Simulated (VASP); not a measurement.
Wanted: the native input for a VASP 6.6.1 run.

```
Task                   : single point
Functional             : PBE
Potentials or basis    : VASP PAW PBE potentials, release 64 (Sn_d, O)
Cutoff                 : 520 eV
k mesh                 : 6 × 6 × 8
Occupations            : gaussian, width 0.05 eV
Spin                   : no spin polarisation
Dipole correction      : no
Further INCAR settings : ALGO = Normal; EDIFF = 1e-07; NBANDS = 35
```

The structure of SnO2 lies in POSCAR:

```
SnO2
1.0
    4.8804606745      0.0000000000      0.0000000000
    0.0000000000      4.8804744875      0.0000000000
    0.0000000000      0.0000000000      3.1683950699
Sn O
2 4
Direct
    0.5000000000      0.5000000000      0.5000000000
    0.0000000000      0.0000000000      0.0000000000
    0.2992491604      0.2993070528      0.0000000000
    0.7992491604      0.2006929472      0.5000000000
    0.2007508396      0.7993070528      0.5000000000
    0.7007508396      0.7006929472      0.0000000000
```

This cell differs from its parent crystal: atoms shifted along a free coordinate, c/a of the conventional cell at fixed volume 0.6492.

One way to write it, as run:

INCAR

```
PREC = Accurate
ENCUT = 520
EDIFF = 1E-7
ISMEAR = 0
SIGMA = 0.05
LREAL = F
LASPH = T
NELM = 60
ALGO = Normal
ISIF = 2
LWAVE = F
LCHARG = F
GGA = PE
NBANDS = 35
```

KPOINTS

```
regular mesh
0
Gamma
  6 6 8
```

Potentials or basis: VASP PAW PBE potentials, release 64 (Sn_d, O).

Command:

```console
$ cat potpaw_PBE.64/Sn_d/POTCAR potpaw_PBE.64/O/POTCAR > POTCAR
$ mpirun -np 1 vasp_std > vasp.out
```

It gave:

```json
{
 "Pressure": "0.4 GPa",
 "Largest force": "0.880 eV/Å",
 "Band gap on the k mesh": "0.56 eV"
}
```

Caveat: the stress differs along the axes, from -2 to 4 GPa; semilocal functionals underestimate gaps, and a narrow one can read as zero; spin-orbit coupling is left out, which moves the levels of the heavy elements.

Run time: 58 s on 1 thread of Intel(R) Xeon(R) 6975P-C (Granite Rapids), with other jobs on the host, peak memory 0.29 GiB.
